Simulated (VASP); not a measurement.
# Si2Mo (P6_222) in VASP: single point with LDA

Aim: the single point of Si2Mo with LDA.

All numbers are computed with VASP 6.6.1; they aren't measurements. Logs are shortened: lines on timing, memory, paths and dates and some standing lists are left out, and cuts for length are marked.

**1. The cell of the first run**

It takes space group P6_222 (No. 180, hexagonal). Conventional cell: a = 4.551 Å, b = 4.551 Å, c = 6.531 Å, α = 90.00°, β = 90.00°, γ = 120.00°. Si (site symmetry 2) has 9 Si at 2.53 to 3.17 Å and 5 Mo at 2.55 to 2.65 Å within 3.3 Å. Within 3.4 Å of Mo (site symmetry 222) lie 10 Si at 2.55 to 2.65 Å and 4 Mo at 3.15 Å.

**2. Single point, LDA**

File POSCAR:

```
Si2Mo
1.0
    4.5505415691      0.0000000000      0.0000000000
   -2.2752707846      3.9408845998      0.0000000000
    0.0000000000      0.0000000000      6.5313770043
Si Mo
6 3
Direct
    0.1642264869      0.8357735131      0.8333333333
    0.3284529739      0.1642264869      0.1666666667
    0.8357735131      0.6715470261      0.5000000000
    0.8357735131      0.1642264869      0.8333333333
    0.6715470261      0.8357735131      0.1666666667
    0.1642264869      0.3284529739      0.5000000000
    0.5000000000      0.0000000000      0.5000000000
    0.0000000000      0.5000000000      0.1666666667
    0.5000000000      0.5000000000      0.8333333333
```

File INCAR.step1:

```
PREC = Accurate
ENCUT = 520
EDIFF = 1E-7
ISMEAR = 0
SIGMA = 0.01
LREAL = False
LASPH = True
NELM = 80
ALGO = Normal
ISIF = 2
LWAVE = False
LCHARG = True
LMAXMIX = 4
NBANDS = 43
```

File KPOINTS.step1:

```
Automatic mesh
0
Gamma
  9 9 6
```

File INCAR.step2:

```
PREC = Accurate
ENCUT = 520
EDIFF = 1E-7
ISMEAR = -5
SIGMA = 0.01
LREAL = False
LASPH = True
NELM = 80
ALGO = Normal
ISIF = 2
LWAVE = False
LCHARG = False
LMAXMIX = 4
LORBIT = 11
NBANDS = 43
NEDOS = 1001
ICHARG = 11
```

File KPOINTS.step2:

```
Automatic mesh
0
Gamma
  14 14 9
```

Potentials or basis: VASP PAW LDA potentials, release 64 (Si, Mo_sv).

Command:

```bash
$ cat potpaw_LDA.64/Si/POTCAR potpaw_LDA.64/Mo_sv/POTCAR > POTCAR
$ cp INCAR.step1 INCAR
$ cp KPOINTS.step1 KPOINTS
$ mpirun -np 1 vasp_std > vasp.out
$ cp INCAR.step2 INCAR
$ cp KPOINTS.step2 KPOINTS
$ mpirun -np 1 vasp_std > vasp.out
```

OUTCAR:

```text
PREC = Accurate
   ENCUT = 520
   EDIFF = 1E-7
   ISMEAR = -5
   LREAL = False
   LASPH = True
   NELM = 80
   ISIF = 2
   LORBIT = 11
   ICHARG = 11

 ion  position               nearest neighbor table
   1  0.164  0.836  0.833-   3 2.53   2 2.53   7 2.55   8 2.55   4 2.59   9 2.62   9 2.62   9 2.65
                             4 2.65   4 2.65   6 3.13   5 3.13
   2  0.328  0.164  0.167-   6 2.53   1 2.53   7 2.55   9 2.55   5 2.59   8 2.62   8 2.62   8 2.65
                             5 2.65   5 2.65   3 3.13   4 3.13
   3  0.836  0.672  0.500-   1 2.53   5 2.53   8 2.55   9 2.55   6 2.59   7 2.62   7 2.62   7 2.65
                             6 2.65   6 2.65   2 3.13   4 3.13
   4  0.836  0.164  0.833-   6 2.53   5 2.53   7 2.55   8 2.55   1 2.59   9 2.62   9 2.62   9 2.65
                             1 2.65   1 2.65   3 3.13   2 3.13
   5  0.672  0.836  0.167-   3 2.53   4 2.53   7 2.55   9 2.55   2 2.59   8 2.62   8 2.62   8 2.65
                             2 2.65   2 2.65   6 3.13   1 3.13
   6  0.164  0.328  0.500-   4 2.53   2 2.53   8 2.55   9 2.55   3 2.59   7 2.62   7 2.62   7 2.65
                             3 2.65   3 2.65   5 3.13   1 3.13
   7  0.500  0.000  0.500-   2 2.55   5 2.55   4 2.55   1 2.55   6 2.62   3 2.62   6 2.62   3 2.62
                             6 2.65   3 2.65   8 3.15   8 3.15   9 3.15   9 3.15
   8  0.000  0.500  0.167-   3 2.55   6 2.55   4 2.55   1 2.55   2 2.62   5 2.62   2 2.62   5 2.62
                             5 2.65   2 2.65   7 3.15   7 3.15   9 3.15   9 3.15
   9  0.500  0.500  0.833-   3 2.55   6 2.55   5 2.55   2 2.55   1 2.62   4 2.62   1 2.62   4 2.62
                             1 2.65   4 2.65   7 3.15   7 3.15   8 3.15   8 3.15

  LATTYP: Found a hexagonal cell.
 ALAT       =     4.5505415691
 C/A-ratio  =     1.4352966356

  Lattice vectors:

 A1 = (   4.5505415691,   0.0000000000,   0.0000000000)
 A2 = (  -2.2752707846,   3.9408845998,   0.0000000000)
 A3 = (   0.0000000000,   0.0000000000,   6.5313770043)

Analysis of symmetry for initial positions (statically):
=====================================================================
 Subroutine PRICEL returns:
 Original cell was already a primitive cell.

 Routine SETGRP: Setting up the symmetry group for a
 hexagonal supercell.

 Subroutine GETGRP returns: Found 12 space group operations
 (whereof  4 operations were pure point group operations)
 out of a pool of 24 trial point group operations.

The static configuration has the point symmetry D_2 .
 The point group associated with its full space group is D_6 .

Analysis of symmetry for dynamics (positions and initial velocities):
=====================================================================
 Subroutine PRICEL returns:
 Original cell was already a primitive cell.

 Routine SETGRP: Setting up the symmetry group for a
 hexagonal supercell.

 Subroutine GETGRP returns: Found 12 space group operations
 (whereof  4 operations were pure point group operations)
 out of a pool of 24 trial point group operations.

The dynamic configuration has the point symmetry D_2 .
 The point group associated with its full space group is D_6 .

 Subroutine INISYM returns: Found 12 space group operations
 (whereof  4 operations are pure point group operations),
 and found     1 'primitive' translations

----------------------------------------------------------------------------------------

                                     Primitive cell

  volume of cell :     117.1282

  direct lattice vectors                    reciprocal lattice vectors
     4.550541569  0.000000000  0.000000000     0.219754063  0.126875068  0.000000000
    -2.275270785  3.940884600  0.000000000     0.000000000  0.253750135  0.000000000
     0.000000000  0.000000000  6.531377004     0.000000000  0.000000000  0.153107071

  length of vectors
     4.550541569  4.550541569  6.531377004     0.253750135  0.253750135  0.153107071

  position of ions in fractional coordinates (direct lattice)
     0.164226487  0.835773513  0.833333333
     0.328452974  0.164226487  0.166666667
     0.835773513  0.671547026  0.500000000
     0.835773513  0.164226487  0.833333333
     0.671547026  0.835773513  0.166666667
     0.164226487  0.328452974  0.500000000
     0.500000000  0.000000000  0.500000000
     0.000000000  0.500000000  0.166666667
     0.500000000  0.500000000  0.833333333

  ion indices of the primitive-cell ions
   primitive index   ion index
                 1           1
                 2           2
                 3           3
                 4           4
                 5           5
                 6           6
                 7           7
                 8           8
                 9           9

----------------------------------------------------------------------------------------

 KPOINTS: Automatic mesh

Automatic generation of k-mesh.
 Grid dimensions read from file:
 generate k-points for:   14   14    9

 Generating k-lattice:

  Cartesian coordinates                     Fractional coordinates (reciprocal lattice)
     0.015696719  0.009062505  0.000000000     0.071428571  0.000000000  0.000000000
     0.000000000  0.018125010  0.000000000     0.000000000  0.071428571  0.000000000
     0.000000000  0.000000000  0.017011897     0.000000000  0.000000000  0.111111111

  Length of vectors
     0.018125010  0.018125010  0.017011897

  Shift w.r.t. Gamma in fractional coordinates (k-lattice)
     0.000000000  0.000000000  0.000000000

 TETIRR: Found   1729 inequivalent tetrahedra from    10584

 Subroutine IBZKPT returns following result:
 ===========================================

 Found    120 irreducible k-points:

 Following reciprocal coordinates:
            Coordinates               Weight
  0.000000  0.000000  0.000000      1.000000
  0.071429  0.000000  0.000000      6.000000
  0.142857  0.000000  0.000000      6.000000
  0.214286  0.000000  0.000000      6.000000
  0.285714  0.000000  0.000000      6.000000
  0.357143  0.000000  0.000000      6.000000
[... 16 lines left out ...]
  0.285714  0.285714  0.000000      6.000000
  0.357143  0.285714  0.000000      6.000000
 [... further k-points ...]
   k-points           NKPTS =    120   k-points in BZ     NKDIM =    120   number of bands    NBANDS=     43
   number of dos      NEDOS =   1001   number of ions     NIONS =      9
   total plane-waves  NPLWV =  64800
   dimension x,y,z NGX =    36 NGY =   36 NGZ =   50
   dimension x,y,z NGXF=    72 NGYF=   72 NGZF=  100
   ions per type =               6   3
   NGX,Y,Z   is equivalent  to a cutoff of  13.15, 13.15, 12.73 a.u.
   NGXF,Y,Z  is equivalent  to a cutoff of  26.30, 26.30, 25.45 a.u.
 SYSTEM =  unknown system
   PREC   = accura    normal or accurate (medium, high low for compatibility)
   ISTART =      0    job   : 0-new  1-cont  2-samecut
   ICHARG =     11    charge: 1-file 2-atom 10-const
   ISPIN  =      1    spin polarized calculation?
   LNONCOLLINEAR =      F non collinear calculations
   LSORBIT =      F    spin-orbit coupling
   LASPH  =      T    aspherical Exc in radial PAW
   ENCUT  =  520.0 eV  38.22 Ry    6.18 a.u.   8.46  8.46 12.14*2*pi/ulx,y,z
   NELM   =     80;   NELMIN=  2; NELMDL=  0     # of ELM steps
   EDIFF  = 0.1E-06   stopping-criterion for ELM
   LREAL  =      F    real-space projection
   EDIFFG = 0.1E-05   stopping-criterion for IOM
   NSW    =      0    number of steps for IOM
   IBRION =     -1    ionic relax: 0-MD 1-quasi-New 2-CG
   NFREE  =      0    steps in history (QN), initial steepest desc. (CG)
   ISIF   =      2    stress and relaxation
   ISYM   =      2    0-nonsym 1-usesym 2-fastsym
   POTIM  = 0.5000    time-step for ionic-motion
   TEBEG  =    0.0;   TEEND  =   0.0 temperature during run
   PSTRESS=    0.0 pullay stress
   NELECT =      66.0000    total number of electrons
   NUPDOWN=      -1.0000    fix difference up-down
   EMIN   =  10.00;   EMAX   =-10.00  energy-range for DOS
   EFERMI =   0.00;   METHOD = LEGACY
   ISMEAR =    -5;   SIGMA  =   0.01  broadening in eV -4-tet -1-fermi 0-gaus
   EFERMI_NEDOS =   21; number of points for ismear=-14 and -15
   IALGO  =     38    algorithm
   IMIX   =      4    mixing-type and parameters
     AMIX     =   0.40;   BMIX     =  1.00
     AMIX_MAG =   1.60;   BMIX_MAG =  1.00
  volume/ion in A,a.u.               =      13.01        87.82
  Fermi-wavevector in a.u.,A,eV,Ry     =   1.352183  2.555256 24.876894  1.828400
  Thomas-Fermi vector in A             =   2.479543
   LORBIT       =     11    0 simple, 1 ext, 2 COOP (PROOUT), +10 PAW based schemes
   GGA     = CA    functional components
   LHFCALC =     F    Hartree Fock is set to
   AEXX    =    0.0000 exact exchange contribution
   IVDW    =     0    specifies the selected vdW correction
   LEPSILON=     F    determine dielectric tensor
   LRPA    =     F    only Hartree local field effects (RPA)
 non-spin polarized calculation
 Fermi weights with tetrahedron method with Bloechl corrections
  energy-cutoff  :      520.00
  volume of cell :      117.13
 maximum number of plane-waves:      3192
 NGX is ok and might be reduce to    36

 number of electron      65.9999994 magnetization

 Free energy of the ion-electron system (eV)
  ---------------------------------------------------
  ext. energy  EPLUGINS =         0.00000000
  ---------------------------------------------------
  free energy    TOTEN  =       -77.21135415 eV

  energy without entropy =      -77.21135415  energy(sigma->0) =      -77.21135415

 E-fermi :  13.2111     XC(G=0): -12.6924

 val. band max:       13.1947591736   @ k =   0.5000   0.0000   0.4444
 cond. band min:      13.2283629386   @ k =   0.5000   0.0000   0.0000
 fundamental gap:      0.0336037650
 Fermi energy:        13.2110924457

 k-point     1 :       0.0000    0.0000    0.0000
  band No.  band energies     occupation
      1     -47.5754      2.00000
      2     -47.5406      2.00000
      3     -47.5404      2.00000
      4     -22.0312      2.00000
      5     -22.0280      2.00000
      6     -22.0278      2.00000
[... 35 lines left out ...]
     42      16.2855      0.00000
     43      16.7168      0.00000

 k-point     2 :       0.0714    0.0000    0.0000
  band No.  band energies     occupation
      1     -47.5749      2.00000
      2     -47.5408      2.00000
      3     -47.5405      2.00000
      4     -22.0438      2.00000
      5     -22.0315      2.00000
      6     -22.0203      2.00000
[... 35 lines left out ...]
     42      16.2668      0.00000
     43      16.6251      0.00000

 k-point     3 :       0.1429    0.0000    0.0000
  band No.  band energies     occupation
      1     -47.5738      2.00000
      2     -47.5419      2.00000
      3     -47.5405      2.00000
      4     -22.0576      2.00000
      5     -22.0388      2.00000
      6     -22.0202      2.00000
[... 919 lines left out ...]
      6     -22.0397      2.00000
[... 35 lines left out ...]
     42      16.4096      0.00000
     43      17.0904      0.00000

 k-point    24 :       0.3571    0.2857    0.0000
  band No.  band energies     occupation
      1     -47.5589      2.00000
      2     -47.5560      2.00000
      3     -47.5404      2.00000
      4     -22.0940      2.00000
      5     -22.0516      2.00000
      6     -22.0434      2.00000
[... 35 lines left out ...]
     42      16.4074      0.00000
     43      16.7841      0.00000

 [... further k-points ...]

------------------------ aborting loop because EDIFF is reached ----------------------------------------

  FORCE on cell =-STRESS in cart. coord.  units (eV):
  Direction    XX          YY          ZZ          XY          YZ          ZX
  --------------------------------------------------------------------------------------
  -------------------------------------------------------------------------------------
  Total        0.4619795      0.4619795      0.4959843     -0.0000000      0.0000000      0.0000000
  in kB        6.3193394      6.3193394      6.7844856     -0.0000000      0.0000000      0.0000000
  external PRESSURE =       6.4743882 kB  Pullay stress =       0.0000000 kB

 VOLUME and BASIS-vectors are now :
 -----------------------------------------------------------------------------
  energy-cutoff  :      520.00
  volume of cell :      117.13
      direct lattice vectors                 reciprocal lattice vectors
     4.550541569  0.000000000  0.000000000     0.219754063  0.126875068  0.000000000
    -2.275270785  3.940884600  0.000000000     0.000000000  0.253750135  0.000000000
     0.000000000  0.000000000  6.531377004     0.000000000  0.000000000  0.153107071

 POSITION                                       TOTAL-FORCE (eV/Angst)
 -----------------------------------------------------------------------------------
     -1.15429      3.29369      5.44281        -0.005450      0.003147     -0.000000
      1.12098      0.64720      1.08856        -0.005450     -0.003147     -0.000000
      2.27527      2.64649      3.26569        -0.000000      0.006293     -0.000000
      3.42956      0.64720      5.44281         0.005450     -0.003147     -0.000000
      1.15429      3.29369      1.08856         0.005450      0.003147     -0.000000
     -0.00000      1.29440      3.26569         0.000000     -0.006293     -0.000000
      2.27527      0.00000      3.26569         0.000000     -0.000000     -0.000000
     -1.13764      1.97044      1.08856         0.000000     -0.000000      0.000000
      1.13764      1.97044      5.44281         0.000000     -0.000000      0.000000
 -----------------------------------------------------------------------------------
    total drift:                               -0.000000     -0.000000      0.000001

  FREE ENERGIE OF THE ION-ELECTRON SYSTEM (eV)
  ---------------------------------------------------
  free  energy   TOTEN  =       -77.2113541472 eV

  energy  without entropy=      -77.2113541472  energy(sigma->0) =      -77.21135415

 total charge

# of ion       s       p       d       tot
------------------------------------------
    1        0.750   0.903   0.000   1.653
    2        0.750   0.903   0.000   1.653
    3        0.750   0.903   0.000   1.653
    4        0.750   0.903   0.000   1.653
    5        0.750   0.903   0.000   1.653
    6        0.750   0.903   0.000   1.653
    7        2.282   6.212   4.287  12.781
    8        2.282   6.212   4.287  12.781
    9        2.282   6.212   4.287  12.781
--------------------------------------------------
tot         11.347  24.052  12.862  48.261
```

Run time: 12 min. Hardware: 1 thread of Intel Xeon 8259CL, shared host; peak memory 0.51 GiB.

Results:

```
Valence electrons inside the program's atomic spheres : Si 1.65; Mo 12.78
```
